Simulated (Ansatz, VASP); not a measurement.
# Si3Ni in VASP and in Ansatz

File INCAR:

```
SYSTEM = Si3Ni
ALGO = Normal
EDIFF = 1E-7
ENCUT = 520
GGA = PE
ISIF = 2
ISMEAR = 0
ISPIN = 2
LASPH = .TRUE.
LCHARG = .FALSE.
LMAXMIX = 4
LORBIT = 11
LREAL = .FALSE.
LWAVE = .FALSE.
MAGMOM = 0 0 0 0 0 0 1 -1
NBANDS = 36
NELM = 150
PREC = Accurate
SIGMA = 0.1
```

File KPOINTS:

```
k-points
0
G
  12 12 6
  0 0 0
```

Contents of POSCAR:

```
Si3Ni
1.0
    0.0000000000      2.9868708657      2.9868708657
    2.9868708657      0.0000000000      2.9868708657
    5.9737417313      5.9737417313      0.0000000000
Si Ni
6 2
Direct
    0.2500000000      0.2500000000      0.1250000000
    0.7500000000      0.7500000000      0.3750000000
    0.5000000000      0.5000000000      0.2500000000
    0.2500000000      0.2500000000      0.6250000000
    0.7500000000      0.7500000000      0.8750000000
    0.5000000000      0.5000000000      0.7500000000
    0.0000000000      1.0000000000      1.0000000000
    0.0000000000      1.0000000000      0.5000000000
```

Input for Ansatz:

```yaml
crystal:
  lattice:
    - [0.0, 2.9868708657, 2.9868708657]
    - [2.9868708657, 0.0, 2.9868708657]
    - [5.9737417313, 5.9737417313, 0.0]
  atoms:
    - { symbol: Si, position: [0.25, 0.25, 0.125] }
    - { symbol: Si, position: [0.75, 0.75, 0.375] }
    - { symbol: Si, position: [0.5, 0.5, 0.25] }
    - { symbol: Ni, position: [0.0, 1.0, 1.0], spin: 1.0 }
    - { symbol: Si, position: [0.25, 0.25, 0.625] }
    - { symbol: Si, position: [0.75, 0.75, 0.875] }
    - { symbol: Si, position: [0.5, 0.5, 0.75] }
    - { symbol: Ni, position: [0.0, 1.0, 0.5], spin: -1.0 }
basis:
  ecutwfc: 420
kpoints:
  mp_grid: { grid: [12, 12, 6] }
hamiltonian:
  xc: pbe
scf:
  occupations: { method: gaussian, width: 0.1 }
  lower_state_search: "off"
output:
  forces: true
  stress: true
  eigenvalues: true
  populations: true
  write_density: true
  write_potential: true
  elf: true
  volumetric_format: npy
magnetization:
  spin_polarized: true
```

Alike in both runs: task single point; functional PBE; k mesh 12 × 12 × 6; occupations gaussian, width 0.1 eV; collinear spin.

|  | VASP | Ansatz |
| --- | --- | --- |
| version | VASP 6.6.1 | Ansatz 0.2.0 |
| potentials or method | VASP PAW PBE potentials, release 64 (Si, Ni), cutoff 520 eV | scalar-relativistic, plane waves, PAW |
| valence electrons in the cell | 44 | 60 |

|  | VASP | Ansatz | Ansatz less VASP |
| --- | --- | --- | --- |
| gap on the k mesh at the Fermi level (eV) | none | none | - |
| pressure (GPa) | 0.0 | 0.0 | 0.00 |
| net moment per atom (μB) | 0.00 | 0.00 | 0.000 |

A gap of «none» marks a metal or a gap that the smearing closes. VASP's potentials hold 44 valence electrons a cell and Ansatz's 60, so a difference there can come from the potentials and not from the codes. Ansatz's warnings: seeded moment not kept.
